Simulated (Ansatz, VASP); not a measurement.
AlH4 in VASP and in Ansatz

```
Al H
1.0
    -2.07689    2.07689    2.07689
     2.07689   -2.07689    2.07689
     2.07689    2.07689   -2.07689
Al H
1 4
Direct
  0.00000 0.00000 0.00000
  0.00000 0.00000 0.50000
  0.00000 0.50000 0.00000
  0.50000 0.00000 0.00000
  0.50000 0.50000 0.50000
```

Change from the starting cell: species swapped into the MnGa4 type (Im-3m, No. 229).

Alike in both runs: functional PBE; k mesh 12 × 12 × 12; occupations gaussian, width 0.1 eV; no spin polarisation.

Ansatz relaxed the structure, and its values are those at the end. VASP's run is a single point on that final structure, the one shown.

|  | VASP | Ansatz |
| --- | --- | --- |
| version | VASP 6.6.1 | Ansatz 0.2.0 |
| potentials or method | VASP PAW PBE potentials, release 64 (Al, H), cutoff 520 eV | scalar-relativistic, plane waves, PAW |
| valence electrons in the cell | 7 | 7 |

VASP gave:

| Item | Value |
| --- | --- |
| gap on the k mesh at the Fermi level (eV) | none |
| pressure (GPa) | -0.2 |

Question: Which values does Ansatz return?

Answer: gap on the k mesh at the Fermi level (eV): none; pressure (GPa): 0.0.

A gap of «none» marks a metal or a gap that the smearing closes. The functional is the same, so the differences come from potentials, cutoffs and numerics.
